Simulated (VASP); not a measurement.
A run of VASP 6.6.1 is set up as follows.

INCAR

```
SYSTEM = VCu3Se4
PREC     = Accurate       ! precision mode
ENCUT    = 520            ! plane-wave cutoff, eV
EDIFF    = 1E-6           ! SCF threshold, eV
ISMEAR   = 0              ! smearing method
SIGMA    = 0.05           ! smearing width, eV
LREAL    = .False.        ! projectors in reciprocal space
LASPH    = .True.         ! aspherical terms in the spheres
NELM     = 150            ! most SCF steps
ALGO     = Normal         ! electronic algorithm
ISIF     = 2              ! what is computed and relaxed
LWAVE    = .False.        ! write WAVECAR
LCHARG   = .False.        ! write CHGCAR
ISPIN    = 2              ! spin polarisation
MAGMOM   = 0 0 0 0 0 0 0 0 ! initial moments
LORBIT   = 11             ! projections on sites
LMAXMIX  = 4              ! l up to which the mixer works
GGA      = CA             ! functional
NBANDS   = 49             ! bands
```

The input KPOINTS:

```
regular mesh
0
Gamma
  4 4 4
  0 0 0
```

File POSCAR:

```
VCu3Se4
1.0
    5.5636000100      0.0000000000      0.0000000000
    0.0000000000      5.5636000100      0.0000000000
    0.0000000000      0.0000000000      5.5636000100
V Cu Se
1 3 4
Direct
    0.5000000000      0.5000000000      0.5000000000
    0.0000000000      0.5000000000      0.5000000000
    0.5000000000      0.0000000000      0.5000000000
    0.5000000000      0.5000000000      0.0000000000
    0.2554000000      0.2554000000      0.2554000000
    0.2554000000      0.7446000000      0.7446000000
    0.7446000000      0.7446000000      0.2554000000
    0.7446000000      0.2554000000      0.7446000000
```

Potentials or basis: VASP PAW LDA potentials, release 64 (V_sv, Cu, Se).

Launch:

```bash
$ cat potpaw_LDA.64/V_sv/POTCAR potpaw_LDA.64/Cu/POTCAR potpaw_LDA.64/Se/POTCAR > POTCAR
$ mpirun -np 1 vasp_std > vasp.out
```

**Question.** What does it give for the band gap on the k mesh?

**Answer.** 0.78 eV (least direct gap 1.20 eV).

**Question.** Predict the largest force.

**Answer.** 0.402 eV/Å.

**Question.** What does it give for the net moment?

**Answer.** 0.00 μB per cell.

**Question.** Predict the pressure.

**Answer.** -4.0 GPa.

Forces on the atoms (eV/Å):
```
V    0.000  0.000  0.000
Cu   0.000  0.000  0.000
Cu   0.000  0.000  0.000
Cu   0.000  0.000  0.000
Se   0.232  0.232  0.232
Se   0.232 -0.232 -0.232
Se  -0.232 -0.232  0.232
Se  -0.232  0.232 -0.232
```

Caveat: the cell stands under tension; no moment was typed at the start, so none could form; semilocal functionals underestimate gaps, and a narrow one can read as zero. A k mesh can miss the band edges.
